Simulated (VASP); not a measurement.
# SnTe (F-43m) in VASP: single point with PBEsol

Aim: the single point of SnTe with PBEsol.

Everything below comes from runs of VASP 6.6.1. Logs are shortened: lines on timing, memory, paths and dates and some standing lists are left out, and cuts for length are marked.

## 1. The cell of the first run

Symmetry: F-43m, No. 216, cubic system. Conventional cell: a = 7.222 Å, b = 7.222 Å, c = 7.222 Å, α = 90.00°, β = 90.00°, γ = 90.00°. Within 4.1 Å of Sn (site symmetry -43m) lie 4 Te at 3.13 Å. Within 4.1 Å of Te (site symmetry -43m) lie 4 Sn at 3.13 Å.

## 2. Single point, PBEsol

INCAR reads:

```
SYSTEM = SnTe
ALGO = Normal ; EDIFF = 1E-7
ENCUT = 520 ; GGA = PS
ISIF = 2 ; ISMEAR = -1
LASPH = .True. ; LCHARG = .False.
LREAL = .False. ; LWAVE = .False.
NBANDS = 17 ; NELM = 100
PREC = Accurate ; SIGMA = 0.05
```

KPOINTS reads:

```
k-points
0
Gamma
  6 6 6
  0 0 0
```

POSCAR reads:

```
SnTe
1.0
    0.0000000000      3.6111460000      3.6111460000
    3.6111460000      0.0000000000      3.6111460000
    3.6111460000      3.6111460000      0.0000000000
Sn Te
1 1
Direct
    0.0000000000      0.0000000000      0.0000000000
    0.7500000000      0.7500000000      0.7500000000
```

Potentials or basis: VASP PAW PBE potentials, release 64 (Sn_d, Te).

The run is started by

```console
cat potpaw_PBE.64/Sn_d/POTCAR potpaw_PBE.64/Te/POTCAR > POTCAR
mpirun -np 1 vasp_std > vasp.out
```

OUTCAR:

```text
SYSTEM = SnTe
   EDIFF = 1E-7
   ENCUT = 520
   GGA = PS
   ISIF = 2
   ISMEAR = -1
   LASPH = .True.
   LREAL = .False.
   NELM = 100
   PREC = Accurate

 ion  position               nearest neighbor table
   1  0.000  0.000  0.000-   2 3.13   2 3.13   2 3.13   2 3.13
   2  0.750  0.750  0.750-   1 3.13   1 3.13   1 3.13   1 3.13

  LATTYP: Found a face centered cubic cell.
 ALAT       =     7.2222920000

  Lattice vectors:

 A1 = (   0.0000000000,   3.6111460000,   3.6111460000)
 A2 = (   3.6111460000,   0.0000000000,   3.6111460000)
 A3 = (   3.6111460000,   3.6111460000,   0.0000000000)

Analysis of symmetry for initial positions (statically):
=====================================================================
 Subroutine PRICEL returns:
 Original cell was already a primitive cell.

 Routine SETGRP: Setting up the symmetry group for a
 face centered cubic supercell.

 Subroutine GETGRP returns: Found 24 space group operations
 (whereof 24 operations were pure point group operations)
 out of a pool of 48 trial point group operations.

The static configuration has the point symmetry T_d .

Analysis of symmetry for dynamics (positions and initial velocities):
=====================================================================
 Subroutine PRICEL returns:
 Original cell was already a primitive cell.

 Routine SETGRP: Setting up the symmetry group for a
 face centered cubic supercell.

 Subroutine GETGRP returns: Found 24 space group operations
 (whereof 24 operations were pure point group operations)
 out of a pool of 48 trial point group operations.

The dynamic configuration has the point symmetry T_d .

 Subroutine INISYM returns: Found 24 space group operations
 (whereof 24 operations are pure point group operations),
 and found     1 'primitive' translations

----------------------------------------------------------------------------------------

                                     Primitive cell

  volume of cell :      94.1814

  direct lattice vectors                    reciprocal lattice vectors
     0.000000000  3.611146000  3.611146000    -0.138460201  0.138460201  0.138460201
     3.611146000  0.000000000  3.611146000     0.138460201 -0.138460201  0.138460201
     3.611146000  3.611146000  0.000000000     0.138460201  0.138460201 -0.138460201

  length of vectors
     5.106931649  5.106931649  5.106931649     0.239820102  0.239820102  0.239820102

  position of ions in fractional coordinates (direct lattice)
     0.000000000  0.000000000  0.000000000
     0.750000000  0.750000000  0.750000000

  ion indices of the primitive-cell ions
   primitive index   ion index
                 1           1
                 2           2

----------------------------------------------------------------------------------------

 KPOINTS: k-points

Automatic generation of k-mesh.
 Grid dimensions read from file:
 generate k-points for:    6    6    6

 Generating k-lattice:

  Cartesian coordinates                     Fractional coordinates (reciprocal lattice)
    -0.023076700  0.023076700  0.023076700     0.166666667  0.000000000  0.000000000
     0.023076700 -0.023076700  0.023076700     0.000000000  0.166666667  0.000000000
     0.023076700  0.023076700 -0.023076700     0.000000000  0.000000000  0.166666667

  Length of vectors
     0.039970017  0.039970017  0.039970017

  Shift w.r.t. Gamma in fractional coordinates (k-lattice)
     0.000000000  0.000000000  0.000000000

 Subroutine IBZKPT returns following result:
 ===========================================

 Found     16 irreducible k-points:

 Following reciprocal coordinates:
            Coordinates               Weight
  0.000000  0.000000  0.000000      1.000000
  0.166667  0.000000  0.000000      8.000000
  0.333333  0.000000  0.000000      8.000000
  0.500000  0.000000  0.000000      4.000000
  0.166667  0.166667  0.000000      6.000000
  0.333333  0.166667  0.000000     24.000000
[... 8 lines left out ...]
 -0.333333  0.333333  0.166667     24.000000
 -0.333333  0.500000  0.166667     12.000000
   k-points           NKPTS =     16   k-points in BZ     NKDIM =     16   number of bands    NBANDS=     17
   number of dos      NEDOS =    301   number of ions     NIONS =      2
   total plane-waves  NPLWV =  64000
   dimension x,y,z NGX =    40 NGY =   40 NGZ =   40
   dimension x,y,z NGXF=    80 NGYF=   80 NGZF=   80
   ions per type =               1   1
   NGX,Y,Z   is equivalent  to a cutoff of  13.02, 13.02, 13.02 a.u.
   NGXF,Y,Z  is equivalent  to a cutoff of  26.04, 26.04, 26.04 a.u.
 SYSTEM =  SnTe
   PREC   = accura    normal or accurate (medium, high low for compatibility)
   ISTART =      0    job   : 0-new  1-cont  2-samecut
   ICHARG =      2    charge: 1-file 2-atom 10-const
   ISPIN  =      1    spin polarized calculation?
   LNONCOLLINEAR =      F non collinear calculations
   LSORBIT =      F    spin-orbit coupling
   LASPH  =      T    aspherical Exc in radial PAW
   ENCUT  =  520.0 eV  38.22 Ry    6.18 a.u.   9.50  9.50  9.50*2*pi/ulx,y,z
   NELM   =    100;   NELMIN=  2; NELMDL= -5     # of ELM steps
   EDIFF  = 0.1E-06   stopping-criterion for ELM
   LREAL  =      F    real-space projection
   EDIFFG = 0.1E-05   stopping-criterion for IOM
   NSW    =      0    number of steps for IOM
   IBRION =     -1    ionic relax: 0-MD 1-quasi-New 2-CG
   NFREE  =      0    steps in history (QN), initial steepest desc. (CG)
   ISIF   =      2    stress and relaxation
   ISYM   =      2    0-nonsym 1-usesym 2-fastsym
   POTIM  = 0.5000    time-step for ionic-motion
   TEBEG  =    0.0;   TEEND  =   0.0 temperature during run
   PSTRESS=    0.0 pullay stress
   NELECT =      20.0000    total number of electrons
   NUPDOWN=      -1.0000    fix difference up-down
   EMIN   =  10.00;   EMAX   =-10.00  energy-range for DOS
   EFERMI =   0.00;   METHOD = LEGACY
   ISMEAR =    -1;   SIGMA  =   0.05  broadening in eV -4-tet -1-fermi 0-gaus
   EFERMI_NEDOS =   21; number of points for ismear=-14 and -15
   IALGO  =     38    algorithm
   IMIX   =      4    mixing-type and parameters
     AMIX     =   0.40;   BMIX     =  1.00
     AMIX_MAG =   1.60;   BMIX_MAG =  1.00
  volume/ion in A,a.u.               =      47.09       317.78
  Fermi-wavevector in a.u.,A,eV,Ry     =   0.976704  1.845704 12.979296  0.953951
  Thomas-Fermi vector in A             =   2.107344
   LORBIT       =      0    0 simple, 1 ext, 2 COOP (PROOUT), +10 PAW based schemes
   GGA     = PS    functional components
   LHFCALC =     F    Hartree Fock is set to
   AEXX    =    0.0000 exact exchange contribution
   IVDW    =     0    specifies the selected vdW correction
   LEPSILON=     F    determine dielectric tensor
   LRPA    =     F    only Hartree local field effects (RPA)
 non-spin polarized calculation
  energy-cutoff  :      520.00
  volume of cell :       94.18
 maximum number of plane-waves:      2637
 NGX is ok and might be reduce to    40
   NGX = 19   NGY = 19   NGZ = 19

 number of electron      19.9999999 magnetization

 Free energy of the ion-electron system (eV)
  ---------------------------------------------------
  ext. energy  EPLUGINS =         0.00000000
  ---------------------------------------------------
  free energy    TOTEN  =        -7.60248889 eV

  energy without entropy =       -7.60043255  energy(sigma->0) =       -7.60146072

 E-fermi :   3.0213     XC(G=0):  -7.6279

 val. band max:        2.8733278741   @ k =  -0.3333   0.5000   0.1667
 cond. band min:       3.1018643909   @ k =   0.5000   0.5000   0.0000
 fundamental gap:      0.2285365169
 Fermi energy:         3.0213431336

 k-point     1 :       0.0000    0.0000    0.0000
  band No.  band energies     occupation
      1     -18.6592      2.00000
      2     -18.6592      2.00000
      3     -18.6592      2.00000
      4     -18.6500      2.00000
      5     -18.6500      2.00000
      6      -8.5079      2.00000
[... 9 lines left out ...]
     16       9.4598      0.00000
     17      10.5669      0.00000

 k-point     2 :       0.1667    0.0000    0.0000
  band No.  band energies     occupation
      1     -18.6595      2.00000
      2     -18.6588      2.00000
      3     -18.6588      2.00000
      4     -18.6499      2.00000
      5     -18.6499      2.00000
      6      -8.3931      2.00000
[... 9 lines left out ...]
     16       8.9371      0.00000
     17      10.0782      0.00000

 k-point     3 :       0.3333    0.0000    0.0000
  band No.  band energies     occupation
      1     -18.6602      2.00000
      2     -18.6582      2.00000
      3     -18.6582      2.00000
      4     -18.6498      2.00000
      5     -18.6498      2.00000
      6      -8.1269      2.00000
[... 9 lines left out ...]
     16       9.0715      0.00000
     17      10.2957      0.00000

 k-point     4 :       0.5000    0.0000    0.0000
  band No.  band energies     occupation
      1     -18.6605      2.00000
      2     -18.6578      2.00000
      3     -18.6578      2.00000
      4     -18.6497      2.00000
      5     -18.6497      2.00000
      6      -7.9677      2.00000
[... 9 lines left out ...]
     16       9.8887      0.00000
     17       9.8887      0.00000

 k-point     5 :       0.1667    0.1667    0.0000
  band No.  band energies     occupation
      1     -18.6601      2.00000
      2     -18.6585      2.00000
      3     -18.6585      2.00000
      4     -18.6501      2.00000
      5     -18.6497      2.00000
      6      -8.3536      2.00000
[... 9 lines left out ...]
     16       9.7308      0.00000
     17      11.1329      0.00000

 k-point     6 :       0.3333    0.1667    0.0000
  band No.  band energies     occupation
      1     -18.6607      2.00000
      2     -18.6579      2.00000
      3     -18.6578      2.00000
      4     -18.6502      2.00000
      5     -18.6496      2.00000
      6      -8.1316      2.00000
[... 9 lines left out ...]
     16       9.8402      0.00000
     17      10.9356      0.00000

 k-point     7 :       0.5000    0.1667    0.0000
  band No.  band energies     occupation
      1     -18.6609      2.00000
      2     -18.6576      2.00000
      3     -18.6574      2.00000
      4     -18.6500      2.00000
      5     -18.6496      2.00000
      6      -7.9185      2.00000
[... 9 lines left out ...]
     16       9.9961      0.00000
     17      10.2119      0.00000

 k-point     8 :      -0.3333    0.1667    0.0000
  band No.  band energies     occupation
      1     -18.6606      2.00000
      2     -18.6578      2.00000
      3     -18.6577      2.00000
      4     -18.6498      2.00000
      5     -18.6498      2.00000
      6      -7.9747      2.00000
[... 9 lines left out ...]
     16       9.6126      0.00000
     17      10.5709      0.00000

 k-point     9 :      -0.1667    0.1667    0.0000
  band No.  band energies     occupation
      1     -18.6601      2.00000
      2     -18.6585      2.00000
      3     -18.6582      2.00000
      4     -18.6500      2.00000
      5     -18.6498      2.00000
      6      -8.2238      2.00000
[... 9 lines left out ...]
     16       9.0387      0.00000
     17      11.0213      0.00000

 k-point    10 :       0.3333    0.3333    0.0000
  band No.  band energies     occupation
      1     -18.6618      2.00000
      2     -18.6570      2.00000
      3     -18.6570      2.00000
      4     -18.6505      2.00000
      5     -18.6493      2.00000
      6      -7.9834      2.00000
[... 9 lines left out ...]
     16      10.5297      0.00000
     17      12.4079      0.00000

 k-point    11 :       0.5000    0.3333    0.0000
  band No.  band energies     occupation
      1     -18.6620      2.00000
      2     -18.6568      2.00000
      3     -18.6567      2.00000
      4     -18.6505      2.00000
      5     -18.6493      2.00000
      6      -7.8095      2.00000
[... 9 lines left out ...]
     16      10.4305      0.00000
     17      11.7074      0.00000

 k-point    12 :      -0.3333    0.3333    0.0000
  band No.  band energies     occupation
      1     -18.6613      2.00000
      2     -18.6573      2.00000
      3     -18.6570      2.00000
      4     -18.6501      2.00000
      5     -18.6496      2.00000
      6      -7.8058      2.00000
[... 9 lines left out ...]
     16      10.2560      0.00000
     17      11.9100      0.00000

 k-point    13 :       0.5000    0.5000    0.0000
  band No.  band energies     occupation
      1     -18.6626      2.00000
      2     -18.6563      2.00000
      3     -18.6563      2.00000
      4     -18.6507      2.00000
      5     -18.6491      2.00000
      6      -7.7486      2.00000
[... 9 lines left out ...]
     16      11.1916      0.00000
     17      11.1917      0.00000

 k-point    14 :       0.5000    0.3333    0.1667
  band No.  band energies     occupation
      1     -18.6612      2.00000
      2     -18.6575      2.00000
      3     -18.6571      2.00000
      4     -18.6502      2.00000
      5     -18.6495      2.00000
      6      -7.9245      2.00000
[... 9 lines left out ...]
     16      10.3157      0.00000
     17      11.3484      0.00000

 k-point    15 :      -0.3333    0.3333    0.1667
  band No.  band energies     occupation
      1     -18.6612      2.00000
      2     -18.6576      2.00000
      3     -18.6568      2.00000
      4     -18.6501      2.00000
      5     -18.6496      2.00000
      6      -7.8058      2.00000
[... 9 lines left out ...]
     16      10.1473      0.00000
     17      11.1900      0.00000

 k-point    16 :      -0.3333    0.5000    0.1667
  band No.  band energies     occupation
      1     -18.6619      2.00000
      2     -18.6572      2.00000
      3     -18.6563      2.00000
      4     -18.6504      2.00000
      5     -18.6494      2.00000
      6      -7.7462      2.00000
[... 9 lines left out ...]
     16      10.8854      0.00000
     17      10.9159      0.00000

------------------------ aborting loop because EDIFF is reached ----------------------------------------

  FORCE on cell =-STRESS in cart. coord.  units (eV):
  Direction    XX          YY          ZZ          XY          YZ          ZX
  --------------------------------------------------------------------------------------
  -------------------------------------------------------------------------------------
  Total       -0.8130407     -0.8130407     -0.8130407      0.0000000     -0.0000000      0.0000000
  in kB      -13.8311319    -13.8311319    -13.8311319      0.0000000     -0.0000000      0.0000000
  external PRESSURE =     -13.8311319 kB  Pullay stress =       0.0000000 kB

 VOLUME and BASIS-vectors are now :
 -----------------------------------------------------------------------------
  energy-cutoff  :      520.00
  volume of cell :       94.18
      direct lattice vectors                 reciprocal lattice vectors
     0.000000000  3.611146000  3.611146000    -0.138460201  0.138460201  0.138460201
     3.611146000  0.000000000  3.611146000     0.138460201 -0.138460201  0.138460201
     3.611146000  3.611146000  0.000000000     0.138460201  0.138460201 -0.138460201

 POSITION                                       TOTAL-FORCE (eV/Angst)
 -----------------------------------------------------------------------------------
      0.00000      0.00000      0.00000         0.000000      0.000000      0.000000
      5.41672      5.41672      5.41672        -0.000000     -0.000000     -0.000000
 -----------------------------------------------------------------------------------
    total drift:                                0.000000      0.000000      0.000000

  FREE ENERGIE OF THE ION-ELECTRON SYSTEM (eV)
  ---------------------------------------------------
  free  energy   TOTEN  =        -7.6024888871 eV

  energy  without entropy=       -7.6004325461  energy(sigma->0) =       -7.60146072
```

Run time: 29 s. Hardware: 1 thread of Intel Xeon 6975P-C, shared host; peak memory 0.25 GiB.

What came out:

| Property | Result |
| --- | --- |
| Free energy | -7.6025 eV |
| Pressure | -1.4 GPa |
| Band gap on the k mesh | 0.23 eV, indirect (least direct gap 0.76 eV) |

Levels at points of the mesh, in eV from the valence-band top:
| k point | band 7 | band 8 | band 9 | band 10 | band 11 | band 12 | band 13 | band 14 |
| --- | --- | --- | --- | --- | --- | --- | --- | --- |
| (0.00, 0.00, 0.00) | -5.05 | -1.76 | -1.76 | -1.76 | 1.16 | 1.16 | 1.16 | 4.14 |
| (0.50, 0.00, 0.00) | -6.86 | -2.30 | -2.30 | -1.90 | 1.96 | 1.96 | 3.54 | 5.71 |
| (0.50, 0.50, 0.00) | -7.22 | -2.96 | -2.96 | -0.53 | 0.23 | 4.04 | 4.04 | 5.50 |

Caveat: the PAW data sets were made with another functional, which shifts forces and pressure a little; spin-orbit coupling is left out, which moves the levels of the heavy elements. A k mesh can miss the band edges.
